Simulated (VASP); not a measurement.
# CaS (Fm-3m) in VASP: a series of runs

Runs on CaS. Level: PBE. Tasks: single point, relaxation of cell and atoms.

Everything below comes from runs of VASP 6.6.1. Logs are shortened: lines on timing, memory, paths and dates and some standing lists are left out, and cuts for length are marked.

## (1) The cell of the first run

It takes space group Fm-3m (No. 225, cubic). The conventional cell has a = 5.713 Å, b = 5.713 Å, c = 5.713 Å, α = 90.00°, β = 90.00°, γ = 90.00°. Within 3.8 Å of Ca (site symmetry m-3m) lie 6 S at 2.86 Å. Within 3.8 Å of S (site symmetry m-3m) lie 6 Ca at 2.86 Å.

## (2) Single point, PBE

File INCAR:

```
PREC = Accurate
ENCUT = 500
EDIFF = 1E-6
ISMEAR = -1
SIGMA = 0.02
LREAL = False
LASPH = True
NELM = 120
ALGO = Normal
ISIF = 2
LWAVE = False
LCHARG = False
GGA = PE
NBANDS = 15
GGA_COMPAT = False
```

File KPOINTS:

```
regular mesh
0
Gamma
  8 8 8
```

File POSCAR:

```
CaS
1.0
    0.0000000000      2.8565782294      2.8565782294
    2.8565782294      0.0000000000      2.8565782294
    2.8565782294      2.8565782294      0.0000000000
Ca S
1 1
Direct
    0.0000000000      0.0000000000      0.0000000000
    0.5000000000      0.5000000000      0.5000000000
```

Potentials or basis: VASP PAW PBE potentials, release 64 (Ca_sv, S).

Started as:

```bash
$ cat potpaw_PBE.64/Ca_sv/POTCAR potpaw_PBE.64/S/POTCAR > POTCAR
$ mpirun -np 1 vasp_std > vasp.out
```

OUTCAR:

```text
PREC = Accurate
   ENCUT = 500
   EDIFF = 1E-6
   ISMEAR = -1
   LREAL = False
   LASPH = True
   NELM = 120
   ISIF = 2
   GGA = PE

 ion  position               nearest neighbor table
   1  0.000  0.000  0.000-   2 2.86   2 2.86   2 2.86   2 2.86   2 2.86   2 2.86
   2  0.500  0.500  0.500-   1 2.86   1 2.86   1 2.86   1 2.86   1 2.86   1 2.86

  LATTYP: Found a face centered cubic cell.
 ALAT       =     5.7131564588

  Lattice vectors:

 A1 = (   0.0000000000,   2.8565782294,   2.8565782294)
 A2 = (   2.8565782294,   0.0000000000,   2.8565782294)
 A3 = (   2.8565782294,   2.8565782294,   0.0000000000)

Analysis of symmetry for initial positions (statically):
=====================================================================
 Subroutine PRICEL returns:
 Original cell was already a primitive cell.

 Routine SETGRP: Setting up the symmetry group for a
 face centered cubic supercell.

 Subroutine GETGRP returns: Found 48 space group operations
[... 9 lines left out ...]

 Routine SETGRP: Setting up the symmetry group for a
 face centered cubic supercell.

 Subroutine GETGRP returns: Found 48 space group operations
[... 11 lines left out ...]
                                     Primitive cell

  volume of cell :      46.6196

  direct lattice vectors                    reciprocal lattice vectors
     0.000000000  2.856578229  2.856578229    -0.175034590  0.175034590  0.175034590
     2.856578229  0.000000000  2.856578229     0.175034590 -0.175034590  0.175034590
     2.856578229  2.856578229  0.000000000     0.175034590  0.175034590 -0.175034590

  length of vectors
     4.039811674  4.039811674  4.039811674     0.303168803  0.303168803  0.303168803

  position of ions in fractional coordinates (direct lattice)
     0.000000000  0.000000000  0.000000000
     0.500000000  0.500000000  0.500000000

  ion indices of the primitive-cell ions
   primitive index   ion index
                 1           1
                 2           2

----------------------------------------------------------------------------------------

 KPOINTS: regular mesh

Automatic generation of k-mesh.
 Grid dimensions read from file:
 generate k-points for:    8    8    8

 Generating k-lattice:

  Cartesian coordinates                     Fractional coordinates (reciprocal lattice)
    -0.021879324  0.021879324  0.021879324     0.125000000  0.000000000  0.000000000
     0.021879324 -0.021879324  0.021879324     0.000000000  0.125000000  0.000000000
     0.021879324  0.021879324 -0.021879324     0.000000000  0.000000000  0.125000000

  Length of vectors
     0.037896100  0.037896100  0.037896100

  Shift w.r.t. Gamma in fractional coordinates (k-lattice)
     0.000000000  0.000000000  0.000000000

 Subroutine IBZKPT returns following result:
 ===========================================

 Found     29 irreducible k-points:

 Following reciprocal coordinates:
            Coordinates               Weight
  0.000000  0.000000  0.000000      1.000000
  0.125000  0.000000  0.000000      8.000000
  0.250000  0.000000  0.000000      8.000000
  0.375000  0.000000  0.000000      8.000000
  0.500000  0.000000  0.000000      4.000000
  0.125000  0.125000  0.000000      6.000000
[... 16 lines left out ...]
  0.500000  0.250000  0.125000     48.000000
 -0.375000  0.250000  0.125000     24.000000
 [... further k-points ...]
   k-points           NKPTS =     29   k-points in BZ     NKDIM =     29   number of bands    NBANDS=     15
   number of dos      NEDOS =    301   number of ions     NIONS =      2
   total plane-waves  NPLWV =  27000
   dimension x,y,z NGX =    30 NGY =   30 NGZ =   30
   dimension x,y,z NGXF=    60 NGYF=   60 NGZF=   60
   ions per type =               1   1
   NGX,Y,Z   is equivalent  to a cutoff of  12.35, 12.35, 12.35 a.u.
   NGXF,Y,Z  is equivalent  to a cutoff of  24.69, 24.69, 24.69 a.u.
 SYSTEM =  unknown system
   PREC   = accura    normal or accurate (medium, high low for compatibility)
   ISTART =      0    job   : 0-new  1-cont  2-samecut
   ICHARG =      2    charge: 1-file 2-atom 10-const
   ISPIN  =      1    spin polarized calculation?
   LNONCOLLINEAR =      F non collinear calculations
   LSORBIT =      F    spin-orbit coupling
   LASPH  =      T    aspherical Exc in radial PAW
   ENCUT  =  500.0 eV  36.75 Ry    6.06 a.u.   7.37  7.37  7.37*2*pi/ulx,y,z
   NELM   =    120;   NELMIN=  2; NELMDL= -5     # of ELM steps
   EDIFF  = 0.1E-05   stopping-criterion for ELM
   LREAL  =      F    real-space projection
   EDIFFG = 0.1E-04   stopping-criterion for IOM
   NSW    =      0    number of steps for IOM
   IBRION =     -1    ionic relax: 0-MD 1-quasi-New 2-CG
   NFREE  =      0    steps in history (QN), initial steepest desc. (CG)
   ISIF   =      2    stress and relaxation
   ISYM   =      2    0-nonsym 1-usesym 2-fastsym
   POTIM  = 0.5000    time-step for ionic-motion
   TEBEG  =    0.0;   TEEND  =   0.0 temperature during run
   PSTRESS=    0.0 pullay stress
   NELECT =      16.0000    total number of electrons
   NUPDOWN=      -1.0000    fix difference up-down
   EMIN   =  10.00;   EMAX   =-10.00  energy-range for DOS
   EFERMI =   0.00;   METHOD = LEGACY
   ISMEAR =    -1;   SIGMA  =   0.02  broadening in eV -4-tet -1-fermi 0-gaus
   EFERMI_NEDOS =   21; number of points for ismear=-14 and -15
   IALGO  =     38    algorithm
   IMIX   =      4    mixing-type and parameters
     AMIX     =   0.40;   BMIX     =  1.00
     AMIX_MAG =   1.60;   BMIX_MAG =  1.00
  volume/ion in A,a.u.               =      23.31       157.30
  Fermi-wavevector in a.u.,A,eV,Ry     =   1.146196  2.165995 17.874847  1.313764
  Thomas-Fermi vector in A             =   2.282881
   LORBIT       =      0    0 simple, 1 ext, 2 COOP (PROOUT), +10 PAW based schemes
   GGA     = PE    functional components
   LHFCALC =     F    Hartree Fock is set to
   AEXX    =    0.0000 exact exchange contribution
   IVDW    =     0    specifies the selected vdW correction
   LEPSILON=     F    determine dielectric tensor
   LRPA    =     F    only Hartree local field effects (RPA)
 non-spin polarized calculation
  energy-cutoff  :      500.00
  volume of cell :       46.62
 maximum number of plane-waves:      1243
 NGX is ok and might be reduce to    30
   NGX = 15   NGY = 15   NGZ = 15

 number of electron      16.0000004 magnetization

 Free energy of the ion-electron system (eV)
  ---------------------------------------------------
  ext. energy  EPLUGINS =         0.00000000
  ---------------------------------------------------
  free energy    TOTEN  =       -10.36490189 eV

  energy without entropy =      -10.36490189  energy(sigma->0) =      -10.36490189

 E-fermi :   3.0432     XC(G=0):  -9.2743

 val. band max:        2.6605035028   @ k =   0.0000   0.0000   0.0000
 cond. band min:       5.0389390064   @ k =   0.5000   0.5000   0.0000
 fundamental gap:      2.3784355036
 Fermi energy:         3.0431531101

 k-point     1 :       0.0000    0.0000    0.0000
  band No.  band energies     occupation
      1     -36.5703      2.00000
      2     -17.5491      2.00000
      3     -17.5491      2.00000
      4     -17.5491      2.00000
      5      -8.6340      2.00000
      6       2.6605      2.00000
      7       2.6605      2.00000
      8       2.6605      2.00000
      9       6.7486      0.00000
     10       6.8264      0.00000
     11       6.8264      0.00000
     12       6.8264      0.00000
     13       7.4119      0.00000
     14       7.4119      0.00000
     15      13.5034      0.00000

 k-point     2 :       0.1250    0.0000    0.0000
  band No.  band energies     occupation
      1     -36.5687      2.00000
      2     -17.5731      2.00000
      3     -17.5509      2.00000
      4     -17.5509      2.00000
      5      -8.5289      2.00000
      6       2.0066      2.00000
      7       2.4399      2.00000
      8       2.4399      2.00000
      9       6.8103      0.00000
     10       7.0518      0.00000
     11       7.0518      0.00000
     12       7.5252      0.00000
     13       7.8128      0.00000
     14       7.8128      0.00000
     15      13.6159      0.00000

 k-point     3 :       0.2500    0.0000    0.0000
  band No.  band energies     occupation
      1     -36.5649      2.00000
      2     -17.6301      2.00000
      3     -17.5554      2.00000
      4     -17.5554      2.00000
      5      -8.2621      2.00000
      6       0.8554      2.00000
      7       2.0042      2.00000
      8       2.0042      2.00000
      9       6.9368      0.00000
     10       7.6236      0.00000
     11       7.6236      0.00000
     12       8.8120      0.00000
     13       8.8120      0.00000
     14       8.8575      0.00000
     15      12.9667      0.00000

 k-point     4 :       0.3750    0.0000    0.0000
  band No.  band energies     occupation
      1     -36.5611      2.00000
      2     -17.6858      2.00000
      3     -17.5598      2.00000
      4     -17.5598      2.00000
      5      -7.9723      2.00000
      6      -0.0547      2.00000
      7       1.6523      2.00000
      8       1.6523      2.00000
      9       7.3655      0.00000
     10       8.3807      0.00000
     11       8.3807      0.00000
     12       9.2043      0.00000
     13       9.9597      0.00000
     14       9.9597      0.00000
     15      12.4908      0.00000

 k-point     5 :       0.5000    0.0000    0.0000
  band No.  band energies     occupation
      1     -36.5595      2.00000
      2     -17.7084      2.00000
      3     -17.5617      2.00000
      4     -17.5617      2.00000
      5      -7.8436      2.00000
      6      -0.3983      2.00000
      7       1.5229      2.00000
      8       1.5229      2.00000
      9       7.8609      0.00000
     10       8.6908      0.00000
     11       8.8275      0.00000
     12       8.8275      0.00000
     13      10.7466      0.00000
     14      10.7466      0.00000
     15      11.4813      0.00000

 k-point     6 :       0.1250    0.1250    0.0000
  band No.  band energies     occupation
      1     -36.5682      2.00000
      2     -17.5716      2.00000
      3     -17.5558      2.00000
      4     -17.5558      2.00000
      5      -8.5010      2.00000
      6       1.7759      2.00000
      7       2.4634      2.00000
      8       2.4634      2.00000
      9       6.4708      0.00000
     10       7.2041      0.00000
     11       7.3796      0.00000
     12       7.3796      0.00000
     13       7.5217      0.00000
     14       8.5949      0.00000
     15      13.8138      0.00000

 k-point     7 :       0.2500    0.1250    0.0000
  band No.  band energies     occupation
      1     -36.5651      2.00000
      2     -17.6126      2.00000
      3     -17.5625      2.00000
      4     -17.5595      2.00000
      5      -8.3070      2.00000
      6       1.0107      2.00000
      7       2.0687      2.00000
      8       2.1696      2.00000
      9       6.4279      0.00000
     10       7.6376      0.00000
     11       7.7985      0.00000
[... 226 lines left out ...]
      4     -17.5836      2.00000
      5      -7.9224      2.00000
      6       0.6446      2.00000
      7       0.8131      2.00000
      8       1.6522      2.00000
      9       6.3441      0.00000
     10       8.9327      0.00000
     11       9.0454      0.00000
     12       9.0608      0.00000
     13       9.2191      0.00000
     14      10.0924      0.00000
     15      12.3840      0.00000

 k-point    21 :       0.5000    0.5000    0.0000
  band No.  band energies     occupation
      1     -36.5561      2.00000
      2     -17.6664      2.00000
      3     -17.5957      2.00000
      4     -17.5957      2.00000
      5      -8.0202      2.00000
      6       0.4051      2.00000
      7       1.8614      2.00000
      8       1.8614      2.00000
      9       5.0389      0.00000
     10       8.2458      0.00000
     11       8.6321      0.00000
     12       9.3904      0.00000
     13       9.4106      0.00000
     14       9.4106      0.00000
     15      12.9485      0.00000

 k-point    22 :       0.3750    0.2500    0.1250
  band No.  band energies     occupation
      1     -36.5621      2.00000
      2     -17.6392      2.00000
      3     -17.5809      2.00000
      4     -17.5627      2.00000
      5      -8.1336      2.00000
      6       0.5378      2.00000
      7       1.8238      2.00000
      8       1.8271      2.00000
      9       6.4702      0.00000
     10       7.9356      0.00000
     11       8.3596      0.00000
     12       8.5083      0.00000
     13       9.0155      0.00000
     14      10.6967      0.00000
     15      12.2064      0.00000

 k-point    23 :       0.5000    0.2500    0.1250
  band No.  band energies     occupation
      1     -36.5590      2.00000
      2     -17.6670      2.00000
      3     -17.5935      2.00000
      4     -17.5697      2.00000
      5      -7.9530      2.00000
      6       0.1896      2.00000
      7       1.3714      2.00000
      8       1.5990      2.00000
      9       6.9700      0.00000
     10       8.4882      0.00000
     11       8.7794      0.00000
     12       8.9055      0.00000
     13       9.5389      0.00000
     14      11.0018      0.00000
     15      11.4244      0.00000

 k-point    24 :      -0.3750    0.2500    0.1250
  band No.  band energies     occupation
      1     -36.5578      2.00000
      2     -17.6791      2.00000
      3     -17.5965      2.00000
      4     -17.5742      2.00000
      5      -7.8757      2.00000
      6       0.0601      2.00000
      7       1.1841      2.00000
      8       1.5112      2.00000
      9       7.6288      0.00000
     10       7.9479      0.00000
     11       9.0666      0.00000
     12       9.3721      0.00000
     13       9.6573      0.00000
     14      10.6217      0.00000
     15      11.8860      0.00000

 [... further k-points ...]
[... 5 lines left out ...]
  --------------------------------------------------------------------------------------
  -------------------------------------------------------------------------------------
  Total        0.0297437      0.0297437      0.0297437      0.0000000     -0.0000000      0.0000000
  in kB        1.0222016      1.0222016      1.0222016      0.0000000     -0.0000000      0.0000000
  external PRESSURE =       1.0222016 kB  Pullay stress =       0.0000000 kB

 VOLUME and BASIS-vectors are now :
 -----------------------------------------------------------------------------
  energy-cutoff  :      500.00
  volume of cell :       46.62
      direct lattice vectors                 reciprocal lattice vectors
     0.000000000  2.856578229  2.856578229    -0.175034590  0.175034590  0.175034590
     2.856578229  0.000000000  2.856578229     0.175034590 -0.175034590  0.175034590
     2.856578229  2.856578229  0.000000000     0.175034590  0.175034590 -0.175034590

 POSITION                                       TOTAL-FORCE (eV/Angst)
 -----------------------------------------------------------------------------------
      0.00000      0.00000      0.00000         0.000000      0.000000     -0.000000
      2.85658      2.85658      2.85658        -0.000000     -0.000000      0.000000
 -----------------------------------------------------------------------------------
    total drift:                               -0.000000      0.000000      0.000000

  FREE ENERGIE OF THE ION-ELECTRON SYSTEM (eV)
  ---------------------------------------------------
  free  energy   TOTEN  =       -10.3649018854 eV

  energy  without entropy=      -10.3649018854  energy(sigma->0) =      -10.36490189
```

Wall time 30 s (1 thread of Intel Xeon 8259CL, shared host); peak memory 0.17 GiB.

What came out:

- Free energy: -10.3649 eV
- Pressure: 0.1 GPa
- Band gap on the k mesh: 2.38 eV, indirect (least direct gap 3.18 eV)

## (3) Relaxation of cell and atoms, PBE

This run uses another cell than the first one, of 23.26 Å³/atom, 0.998 times its volume.

File INCAR:

```
PREC = Accurate ; ENCUT = 500
EDIFF = 1E-7 ; ISMEAR = -1
SIGMA = 0.02 ; LREAL = F
LASPH = T ; NELM = 120
ALGO = Normal ; ISIF = 3
LWAVE = F ; LCHARG = F
GGA = PE ; IBRION = 2
NSW = 80 ; EDIFFG = -0.005
GGA_COMPAT = F ; NELMIN = 4
```

KPOINTS is that of step 2.

File POSCAR:

```
CaS
1.0
    0.0000000000      2.8545460000      2.8545460000
    2.8545460000      0.0000000000      2.8545460000
    2.8545460000      2.8545460000      0.0000000000
Ca S
1 1
Direct
    0.0000000000      0.0000000000      0.0000000000
    0.5000000000      0.5000000000      0.5000000000
```

Potentials or basis: VASP PAW PBE potentials, release 64 (Ca_sv, S).

Started as:

```bash
$ cat potpaw_PBE.64/Ca_sv/POTCAR potpaw_PBE.64/S/POTCAR > POTCAR
$ mpirun -np 1 vasp_std > vasp.out
```

It took 56 s on 1 thread of Intel Xeon 8259CL, shared host; peak memory 0.18 GiB.

It converged, with:

```
Free energy                            : -10.3649 eV
Relaxed volume                         : 23.35 Å³/atom
Relaxed cell                           : a = 4.042 Å, b = 4.042 Å, c = 4.042 Å, α = 60.00°, β = 60.00°, γ = 60.00°
Space group after relaxing (to 0.05 Å) : Fm-3m (No. 225)
Energy gained by relaxing              : 0.1 meV/atom
Ionic steps                            : 3
Pressure after relaxing                : 0.0 GPa
Band gap on the k mesh                 : 2.38 eV, indirect (least direct gap 3.18 eV)
```

Step by step:
```tsv
step	energy change (eV)	largest force (eV/Å)	pressure (GPa)	volume (Å³)
1	0.0000	0.0000	0.22	46.52
2	-0.0001	0.0000	-0.04	46.74
3	-0.0001	0.0000	0.00	46.70
```

Final structure:
```
CELL_PARAMETERS angstrom
0.00000 2.85828 2.85828
2.85828 0.00000 2.85828
2.85828 2.85828 0.00000
ATOMIC_POSITIONS crystal
Ca 0.00000 0.00000 0.00000
S 0.50000 0.50000 0.50000
```

Levels at points of the mesh, in eV from the valence-band top:
| k point | band 6 | band 7 | band 8 | band 9 | band 10 | band 11 |
| --- | --- | --- | --- | --- | --- | --- |
| (0.00, 0.00, 0.00) | 0.00 | 0.00 | 0.00 | 4.08 | 4.17 | 4.17 |
| (0.50, 0.00, 0.00) | -3.05 | -1.13 | -1.13 | 5.20 | 6.02 | 6.16 |
| (0.50, 0.50, 0.00) | -2.25 | -0.80 | -0.80 | 2.38 | 5.58 | 5.96 |
